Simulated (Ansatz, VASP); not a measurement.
# One calculation of Re, two programs

```
Re
1.0
     2.77482    0.00000    0.00000
    -1.38741    2.40307    0.00000
     0.00000    0.00000   26.21056
Re
6
Direct
  0.66667 0.33333 0.28958
  0.33333 0.66667 0.36968
  0.66667 0.33333 0.45873
  0.33333 0.66667 0.54127
  0.66667 0.33333 0.63032
  0.33333 0.66667 0.71042
```

Alike in both runs: functional PBE; k mesh 15 × 15 × 1; occupations gaussian, width 0.1 eV; no spin polarisation.

Ansatz relaxed the structure, and its values are those at the end. VASP's run is a single point on that final structure, the one shown.

|  | VASP | Ansatz |
| --- | --- | --- |
| version | VASP 6.6.1 | Ansatz 0.2.0 |
| potentials or method | VASP PAW PBE potentials, release 64 (Re), cutoff 520 eV | scalar-relativistic, plane waves, PAW |
| valence electrons in the cell | 42 | 90 |

```csv
,VASP,Ansatz,Ansatz less VASP
gap on the k mesh at the Fermi level (eV),none,none,-
rms of the force components (eV/Å),0.032,0.005,-0.0277
```

A gap of «none» marks a metal or a gap that the smearing closes. The functional is the same, so the differences come from potentials, cutoffs and numerics. VASP's potentials hold 42 valence electrons a cell and Ansatz's 90, so a difference there can come from the potentials and not from the codes. Ansatz's warnings: xc potential rough in thin density.

Neither program's run includes spin-orbit coupling.
